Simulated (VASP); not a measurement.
# Al3Cu (P4/mmm) in VASP: further runs

Runs on Al3Cu. Level: PBEsol. Tasks: single point, relaxation of the atoms.

All numbers are computed with VASP 6.6.1; they aren't measurements. Logs are shortened: lines on timing, memory, paths and dates and some standing lists are left out, and cuts for length are marked.

## (1) The cell of the first run

Symmetry: P4/mmm, No. 123, tetragonal system. The conventional cell has a = 2.766 Å, b = 2.766 Å, c = 7.831 Å, α = 90.00°, β = 90.00°, γ = 90.00°. Within 3.6 Å of Al (site symmetry 4/mmm) lie 12 Al at 2.77 to 2.93 Å. Al (site symmetry 4mm) has 4 Cu at 2.61 Å and 9 Al at 2.77 to 3.47 Å within 3.5 Å. Cu (site symmetry 4/mmm) has 8 Al at 2.61 Å and 4 Cu at 2.77 Å within 3.4 Å.

## (2) Single point, PBEsol (uniaxial strain along c: +3.0 %, then relaxed in part)

File INCAR:

```
PREC = Accurate
ENCUT = 520
EDIFF = 1E-6
ISMEAR = 0
SIGMA = 0.1
LREAL = F
LASPH = T
NELM = 60
ALGO = Fast
ISIF = 2
LWAVE = F
LCHARG = T
GGA = PS
LELF = T
LVHAR = T
NBANDS = 18
```

File KPOINTS:

```
regular mesh
0
Gamma
  18 18 8
```

File POSCAR:

```
Al3Cu
1.0
    2.7664439079      0.0000000000      0.0000000000
    0.0000000000      2.7664439079      0.0000000000
    0.0000000000      0.0000000000      7.8310458245
Al Cu
3 1
Direct
    0.0000000000      0.0000000000      0.5000000000
    0.5000000000      0.5000000000      0.2215070523
    0.5000000000      0.5000000000      0.7784929477
    0.0000000000      0.0000000000      0.0000000000
```

Potentials or basis: VASP PAW PBE potentials, release 64 (Al, Cu).

Run with:

```
> cat potpaw_PBE.64/Al/POTCAR potpaw_PBE.64/Cu/POTCAR > POTCAR
> mpirun -np 1 vasp_std > vasp.out
```

OUTCAR:

```text
PREC = Accurate
   ENCUT = 520
   EDIFF = 1E-6
   ISMEAR = 0
   LREAL = F
   LASPH = T
   NELM = 60
   ISIF = 2
   GGA = PS

 ion  position               nearest neighbor table
   1  0.000  0.000  0.500-   2 2.93   3 2.93   2 2.93   3 2.93   2 2.93   3 2.93   2 2.93   3 2.93

   2  0.500  0.500  0.222-   4 2.61   4 2.61   4 2.61   4 2.61   1 2.93   1 2.93   1 2.93   1 2.93

   3  0.500  0.500  0.778-   4 2.61   4 2.61   4 2.61   4 2.61   1 2.93   1 2.93   1 2.93   1 2.93

   4  0.000  0.000  0.000-   2 2.61   3 2.61   2 2.61   3 2.61   2 2.61   3 2.61   2 2.61   3 2.61

  LATTYP: Found a simple tetragonal cell.
 ALAT       =     2.7664439079
 C/A-ratio  =     2.8307264073

  Lattice vectors:

 A1 = (   2.7664439079,   0.0000000000,   0.0000000000)
 A2 = (   0.0000000000,   2.7664439079,   0.0000000000)
 A3 = (   0.0000000000,   0.0000000000,   7.8310458245)

Analysis of symmetry for initial positions (statically):
=====================================================================
 Subroutine PRICEL returns:
 Original cell was already a primitive cell.

 Routine SETGRP: Setting up the symmetry group for a
 simple tetragonal supercell.

 Subroutine GETGRP returns: Found 16 space group operations
 (whereof 16 operations were pure point group operations)
 out of a pool of 16 trial point group operations.

The static configuration has the point symmetry D_4h.

Analysis of symmetry for dynamics (positions and initial velocities):
=====================================================================
 Subroutine PRICEL returns:
 Original cell was already a primitive cell.

 Routine SETGRP: Setting up the symmetry group for a
 simple tetragonal supercell.

 Subroutine GETGRP returns: Found 16 space group operations
 (whereof 16 operations were pure point group operations)
 out of a pool of 16 trial point group operations.

The dynamic configuration has the point symmetry D_4h.

 Subroutine INISYM returns: Found 16 space group operations
 (whereof 16 operations are pure point group operations),
 and found     1 'primitive' translations

----------------------------------------------------------------------------------------

                                     Primitive cell

  volume of cell :      59.9327

  direct lattice vectors                    reciprocal lattice vectors
     2.766443908  0.000000000  0.000000000     0.361474887  0.000000000  0.000000000
     0.000000000  2.766443908  0.000000000     0.000000000  0.361474887  0.000000000
     0.000000000  0.000000000  7.831045825     0.000000000  0.000000000  0.127696865

  length of vectors
     2.766443908  2.766443908  7.831045825     0.361474887  0.361474887  0.127696865

  position of ions in fractional coordinates (direct lattice)
     0.000000000  0.000000000  0.500000000
     0.500000000  0.500000000  0.221507052
     0.500000000  0.500000000  0.778492948
     0.000000000  0.000000000  0.000000000

  ion indices of the primitive-cell ions
   primitive index   ion index
                 1           1
                 2           2
                 3           3
                 4           4

----------------------------------------------------------------------------------------

 KPOINTS: regular mesh

Automatic generation of k-mesh.
 Grid dimensions read from file:
 generate k-points for:   18   18    8

 Generating k-lattice:

  Cartesian coordinates                     Fractional coordinates (reciprocal lattice)
     0.020081938  0.000000000  0.000000000     0.055555556  0.000000000  0.000000000
     0.000000000  0.020081938  0.000000000     0.000000000  0.055555556  0.000000000
     0.000000000  0.000000000  0.015962108     0.000000000  0.000000000  0.125000000

  Length of vectors
     0.020081938  0.020081938  0.015962108

  Shift w.r.t. Gamma in fractional coordinates (k-lattice)
     0.000000000  0.000000000  0.000000000

 Subroutine IBZKPT returns following result:
 ===========================================

 Found    275 irreducible k-points:

 Following reciprocal coordinates:
[... 43 lines left out ...]
  ---------------------------------------------------
  ext. energy  EPLUGINS =         0.00000000
  ---------------------------------------------------
  free energy    TOTEN  =       -16.94852327 eV

  energy without entropy =      -16.94303230  energy(sigma->0) =      -16.94577779

 E-fermi :   8.1953     XC(G=0): -10.8603

 val. band max:        8.1886375903   @ k =   0.5000   0.0000   0.5000
 cond. band min:       8.1959785715   @ k =   0.3889   0.2778   0.3750
 fundamental gap:      0.0073409812
 Fermi energy:         8.1952595570

 k-point     1 :       0.0000    0.0000    0.0000
  band No.  band energies     occupation
      1      -2.8874      2.00000
      2      -0.6436      2.00000
      3      -0.3129      2.00000
      4       3.7464      2.00000
      5       3.7488      2.00000
      6       4.6424      2.00000
[... 10 lines left out ...]
     17      17.5524      0.00000
     18      17.5571      0.00000

 k-point     2 :       0.0556    0.0000    0.0000
  band No.  band energies     occupation
      1      -2.8271      2.00000
      2      -0.5888      2.00000
      3      -0.2525      2.00000
      4       3.7560      2.00000
      5       3.7701      2.00000
      6       4.5948      2.00000
[... 10 lines left out ...]
     17      17.5393      0.00000
     18      17.6424      0.00000

 k-point     3 :       0.1111    0.0000    0.0000
  band No.  band energies     occupation
      1      -2.6465      2.00000
      2      -0.4250      2.00000
      3      -0.0716      2.00000
      4       3.7823      2.00000
      5       3.8315      2.00000
      6       4.4795      2.00000
[... 10 lines left out ...]
     17      17.8049      0.00000
     18      18.0471      0.00000

 k-point     4 :       0.1667    0.0000    0.0000
  band No.  band energies     occupation
      1      -2.3466      2.00000
      2      -0.1543      2.00000
      3       0.2280      2.00000
      4       3.8217      2.00000
      5       3.9215      2.00000
      6       4.3400      2.00000
[... 375 lines left out ...]
      4       3.9486      2.00000
      5       4.0574      2.00000
      6       4.2425      2.00000
[... 10 lines left out ...]
     17      17.5260      0.00000
     18      18.5875      0.00000

 k-point    23 :       0.2778    0.1111    0.0000
  band No.  band energies     occupation
      1      -1.1609      2.00000
      2       0.8903      2.00000
      3       1.3975      2.00000
      4       3.9921      2.00000
      5       4.1224      2.00000
      6       4.1230      2.00000
[... 10 lines left out ...]
     17      16.2880      0.00000
     18      17.5658      0.00000

 k-point    24 :       0.3333    0.1111    0.0000
  band No.  band energies     occupation
      1      -0.5194      2.00000
      2       1.4229      2.00000
      3       2.0122      2.00000
      4       3.9466      2.00000
      5       4.0251      2.00000
      6       4.1523      2.00000
[... 10 lines left out ...]
     17      16.2265      0.00000
     18      17.4325      0.00000

 [... further k-points ...]
[... 5 lines left out ...]
  --------------------------------------------------------------------------------------
  -------------------------------------------------------------------------------------
  Total       -0.7664500     -0.7664500     -2.9111516      0.0000000      0.0000000      0.0000000
  in kB      -20.4894785    -20.4894785    -77.8237041      0.0000000      0.0000000      0.0000000
  external PRESSURE =     -39.6008871 kB  Pullay stress =       0.0000000 kB

 VOLUME and BASIS-vectors are now :
 -----------------------------------------------------------------------------
  energy-cutoff  :      520.00
  volume of cell :       59.93
      direct lattice vectors                 reciprocal lattice vectors
     2.766443908  0.000000000  0.000000000     0.361474887  0.000000000  0.000000000
     0.000000000  2.766443908  0.000000000     0.000000000  0.361474887  0.000000000
     0.000000000  0.000000000  7.831045825     0.000000000  0.000000000  0.127696865

 POSITION                                       TOTAL-FORCE (eV/Angst)
 -----------------------------------------------------------------------------------
      0.00000      0.00000      3.91552        -0.000000     -0.000000     -0.000000
      1.38322      1.38322      1.73463         0.000000      0.000000      0.021763
      1.38322      1.38322      6.09641         0.000000     -0.000000     -0.021763
      0.00000      0.00000      0.00000        -0.000000     -0.000000     -0.000000
 -----------------------------------------------------------------------------------
    total drift:                                0.000000      0.000000     -0.000000

  FREE ENERGIE OF THE ION-ELECTRON SYSTEM (eV)
  ---------------------------------------------------
  free  energy   TOTEN  =       -16.9485232715 eV

  energy  without entropy=      -16.9430323038  energy(sigma->0) =      -16.94577779
```

Wall time 2.1 min (1 thread of Intel Xeon 6975P-C (Granite Rapids), shared host); peak memory 0.39 GiB.

Results:

```
Free energy            : -16.9485 eV
Pressure               : -4.0 GPa
Largest force          : 0.022 eV/Å
Band gap on the k mesh : zero (bands 10 and 11 overlap by 5.43 eV)
```

Forces on the atoms (eV/Å):
```
Al   0.000  0.000  0.000
Al   0.000  0.000  0.022
Al   0.000  0.000 -0.022
Cu   0.000  0.000  0.000
```

Stress tensor (GPa, compression positive):
```
-2.05  0.00  0.00
 0.00 -2.05  0.00
 0.00  0.00 -7.78
```

Levels at points of the mesh, in eV from the Fermi level:
```tsv
k point	band 8	band 9	band 10	band 11	band 12	band 13
(0.00, 0.00, 0.00)	-3.15	-2.19	-0.03	6.60	6.97	6.97
(0.50, 0.00, 0.00)	-3.62	-3.45	-2.42	-1.84	2.33	3.51
(0.50, 0.50, 0.00)	-0.25	-0.19	0.22	0.22	0.52	0.52
(0.00, 0.00, 0.50)	-3.55	-3.15	3.30	4.82	6.59	7.50
(0.50, 0.00, 0.50)	-3.45	-2.57	-1.24	-1.07	-0.01	0.51
(0.50, 0.50, 0.50)	-1.49	-1.49	-0.33	-0.30	0.79	1.69
```

Caveat: the cell differs from its parent crystal (uniaxial strain along c: +3.0 %, then relaxed in part); the cell stands under tension; the PAW data sets were made with another functional, which shifts forces and pressure a little.

## (3) Single point, PBEsol (strained and its atoms moved)

File INCAR:

```
ALGO = Fast
EDIFF = 1E-6
ENCUT = 520
GGA = PS
ISIF = 2
ISMEAR = 0
LASPH = T
LCHARG = T
LELF = T
LREAL = F
LVHAR = T
LWAVE = F
NBANDS = 18
NELM = 80
PREC = Accurate
SIGMA = 0.1
```

File KPOINTS:

```
k-points
0
Gamma
  16 16 6
```

File POSCAR:

```
Al3Cu
1.0
    2.7042775725      0.0000000000      0.0000000000
    0.0000000000      2.7042775725      0.0000000000
    0.0000000000      0.0000000000      7.9891521139
Al Cu
3 1
Direct
    0.0000000000      0.0000000000      0.5000000000
    0.5000000000      0.5000000000      0.2317622728
    0.5000000000      0.5000000000      0.7682377272
    0.0000000000      0.0000000000      0.0000000000
```

Potentials or basis: VASP PAW PBE potentials, release 64 (Al, Cu).

Run with:

```
> cat potpaw_PBE.64/Al/POTCAR potpaw_PBE.64/Cu/POTCAR > POTCAR
> mpirun -np 1 vasp_std > vasp.out
```

Wall time 4.9 min (1 thread of Intel Xeon 8259CL, shared host); peak memory 0.29 GiB.

It converged, with:

```yaml
Free_energy: -16.8291 eV
Pressure: 0.2 GPa
Largest_force: 0.402 eV/Å
Band_gap_on_the_k_mesh: zero (bands 10 and 11 overlap by 4.99 eV)
```

Forces in eV/Å, atoms in the order of the input:
```
Al   0.000  0.000  0.000
Al   0.000  0.000 -0.402
Al   0.000  0.000  0.402
Cu   0.000  0.000  0.000
```

Stress tensor (GPa, compression positive):
```
 3.41  0.00  0.00
 0.00  3.41  0.00
 0.00  0.00 -6.19
```

Levels at points of the mesh, in eV from the Fermi level:
| k point | band 6 | band 7 | band 8 | band 9 | band 10 | band 11 | band 12 | band 13 | band 14 | band 15 |
| --- | --- | --- | --- | --- | --- | --- | --- | --- | --- | --- |
| (0.00, 0.00, 0.00) | -3.41 | -3.41 | -2.98 | -2.79 | -0.56 | 6.66 | 7.52 | 7.52 | 8.15 | 8.41 |
| (0.50, 0.00, 0.00) | -3.98 | -3.73 | -3.47 | -3.31 | -2.63 | -1.62 | 1.97 | 3.15 | 3.26 | 4.22 |
| (0.50, 0.50, 0.00) | -2.27 | -2.27 | -0.34 | -0.10 | 0.34 | 0.34 | 0.40 | 0.40 | 0.82 | 2.26 |
| (0.00, 0.00, 0.50) | -3.78 | -3.41 | -3.41 | -2.98 | 2.56 | 4.05 | 6.64 | 7.85 | 7.85 | 8.15 |
| (0.50, 0.00, 0.50) | -4.20 | -3.47 | -3.31 | -2.57 | -1.42 | -1.25 | -0.08 | 0.29 | 7.48 | 7.64 |
| (0.50, 0.50, 0.50) | -1.69 | -1.69 | -1.39 | -1.39 | -0.38 | -0.30 | 0.93 | 2.07 | 3.21 | 3.21 |

Caveat: the cell differs from its parent crystal (strained and its atoms moved); the PAW data sets were made with another functional, which shifts forces and pressure a little.

## (4) Single point, PBEsol (strained and its atoms moved)

File INCAR:

```
PREC = Accurate ; ENCUT = 520
EDIFF = 1E-6 ; ISMEAR = 0
SIGMA = 0.1 ; LREAL = False
LASPH = True ; NELM = 80
ALGO = Fast ; ISIF = 2
LWAVE = False ; LCHARG = False
GGA = PS ; NBANDS = 18
```

File KPOINTS:

```
Automatic mesh
0
Gamma
  16 16 6
```

File POSCAR:

```
Al3Cu
1.0
    2.7760993529      0.0000000000      0.0000000000
    0.0000000000      2.7760993529      0.0000000000
    0.0000000000      0.0000000000      7.6198683363
Al Cu
3 1
Direct
    0.0000000000      0.0000000000      0.5000000000
    0.5000000000      0.5000000000      0.2449380527
    0.5000000000      0.5000000000      0.7550619473
    0.0000000000      0.0000000000      0.0000000000
```

Run with:

```
> cat potpaw_PBE.64/Al/POTCAR potpaw_PBE.64/Cu/POTCAR > POTCAR
> mpirun -np 1 vasp_std > vasp.out
```

Wall time 5.2 min (1 thread of Intel Xeon 8259CL, shared host); peak memory 0.32 GiB.

The run converged. Its results:

```yaml
Free_energy: -16.7851 eV
Pressure: -0.1 GPa
Largest_force: 0.935 eV/Å
Band_gap_on_the_k_mesh: zero (bands 10 and 11 overlap by 5.82 eV)
```

Forces in eV/Å, atoms in the order of the input:
```
Al   0.000  0.000  0.000
Al   0.000  0.000 -0.935
Al   0.000  0.000  0.935
Cu   0.000  0.000  0.000
```

Stress tensor (GPa, compression positive):
```
 0.27  0.00  0.00
 0.00  0.27  0.00
 0.00  0.00 -0.95
```

Levels at points of the mesh, in eV from the Fermi level:
| k point | band 7 | band 8 | band 9 | band 10 | band 11 | band 12 | band 13 | band 14 |
| --- | --- | --- | --- | --- | --- | --- | --- | --- |
| (0.00, 0.00, 0.00) | -3.16 | -2.79 | -1.83 | 0.65 | 6.01 | 6.50 | 6.50 | 7.94 |
| (0.50, 0.00, 0.00) | -3.41 | -3.22 | -3.07 | -2.42 | -1.42 | 2.74 | 3.66 | 4.34 |
| (0.50, 0.50, 0.00) | -2.45 | -0.92 | -0.52 | 0.26 | 0.26 | 0.60 | 0.60 | 0.67 |
| (0.00, 0.00, 0.50) | -3.16 | -3.16 | -2.79 | 4.21 | 5.54 | 5.99 | 6.76 | 6.76 |
| (0.50, 0.00, 0.50) | -3.22 | -3.07 | -2.39 | -0.86 | -0.71 | 0.19 | 0.77 | 8.69 |
| (0.50, 0.50, 0.50) | -2.07 | -1.37 | -1.37 | -0.98 | -0.76 | 0.75 | 1.84 | 3.32 |

Caveat: the cell differs from its parent crystal (strained and its atoms moved); the PAW data sets were made with another functional, which shifts forces and pressure a little.

## (5) Relaxation of the atoms, PBEsol (strain along c alone, the other axes held: -3.0 %)

File INCAR:

```
SYSTEM = Al3Cu
PREC = Accurate ; ENCUT = 520
EDIFF = 1E-6 ; ISMEAR = 0
SIGMA = 0.1 ; LREAL = .False.
LASPH = .True. ; NELM = 80
ALGO = Fast ; ISIF = 2
LWAVE = .False. ; LCHARG = .False.
GGA = PS ; IBRION = 2
NSW = 60 ; EDIFFG = -0.008
KPAR = 4
```

File KPOINTS:

```
regular mesh
0
Gamma
  18 18 8
  0 0 0
```

File POSCAR:

```
Al3Cu
1.0
    2.7796830103      0.0000000000      0.0000000000
    0.0000000000      2.7796830103      0.0000000000
    0.0000000000      0.0000000000      7.3748683978
Al Cu
3 1
Direct
    0.0000000000      0.0000000000      0.5000000000
    0.5000000000      0.5000000000      0.2220041884
    0.5000000000      0.5000000000      0.7779958116
    0.0000000000      0.0000000000      0.0000000000
```

Run with:

```
> cat potpaw_PBE.64/Al/POTCAR potpaw_PBE.64/Cu/POTCAR > POTCAR
> mpirun -np 4 vasp_std > vasp.out
```

It took 96 s on 4 MPI ranks of AMD EPYC 7R13 (Zen 3), shared host; peak memory 0.34 GiB.

Results (log left out):

```
Free energy               : -16.9467 eV
Energy gained by relaxing : 0.1 meV/atom
Ionic steps               : 3
Pressure after relaxing   : 3.4 GPa
Band gap on the k mesh    : zero (bands 10 and 11 overlap by 6.74 eV)
```

Stress tensor (GPa, compression positive):
```
2.09 0.00 0.00
0.00 2.09 0.00
0.00 0.00 6.17
```

The path:
```csv
step,energy change (eV),largest force (eV/Å),pressure (GPa)
1,0.0000,0.0388,3.51
2,-0.0001,0.0251,3.44
3,-0.0002,0.0005,3.45
```

Final structure:
```
Al Cu
1.0
     2.77968    0.00000    0.00000
     0.00000    2.77968    0.00000
     0.00000    0.00000    7.37487
Al Cu
3 1
Direct
  0.00000 0.00000 0.50000
  0.50000 0.50000 0.22272
  0.50000 0.50000 0.77728
  0.00000 0.00000 0.00000
```

Levels at points of the mesh, in eV from the Fermi level:
```
           k point  band 7  band 8  band 9  band 10  band 11  band 12  band 13  band 14
(0.00, 0.00, 0.00)   -3.74   -3.36   -1.47     0.97     6.21     6.43     6.43     7.87
(0.50, 0.00, 0.00)   -3.84   -3.70   -3.64    -2.34    -1.94     2.97     4.20     4.41
(0.50, 0.50, 0.00)   -2.72   -0.63   -0.52     0.08     0.08     0.50     0.50     0.61
(0.00, 0.00, 0.50)   -3.74   -3.48   -3.36     4.77     6.20     6.24     7.02     7.03
(0.50, 0.00, 0.50)   -3.84   -3.64   -2.70    -0.95    -0.82     0.16     1.04     9.10
(0.50, 0.50, 0.50)   -1.98   -1.78   -1.78    -0.69    -0.68     0.49     1.61     3.31
```

Caveat: the cell differs from its parent crystal (strain along c alone, the other axes held: -3.0 %); the PAW data sets were made with another functional, which shifts forces and pressure a little.

## (6) The runs side by side

| task | cell | k mesh | gap on the mesh (eV) | pressure (GPa) | largest force (eV/Å) |
| --- | --- | --- | --- | --- | --- |
| single point | a = 2.766, b = 2.766, c = 7.831 Å, 4 atoms, atomic positions A | 18 × 18 × 8 | none | -4.0 | 0.02 |
| single point | a = 2.704, b = 2.704, c = 7.989 Å, 4 atoms, atomic positions B | 16 × 16 × 6 | none | 0.2 | 0.40 |
| single point | a = 2.776, b = 2.776, c = 7.620 Å, 4 atoms, atomic positions C | 16 × 16 × 6 | none | -0.1 | 0.93 |
| relaxation of the atoms | atoms relaxed from a = 2.780, b = 2.780, c = 7.375 Å, 4 atoms, atomic positions A | 18 × 18 × 8 | none | 3.4 | - |

Alike in all rows: level PBEsol; potentials or basis VASP PAW PBE potentials, release 64 (Al, Cu); no spin polarisation; cutoff (eV) 520; smearing gaussian 0.1 eV.

Caveats: the PAW data sets were made with another functional, which shifts forces and pressure a little; the cell stands under tension (at least some runs).

Absolute energies hang on the potentials; compare differences alone.
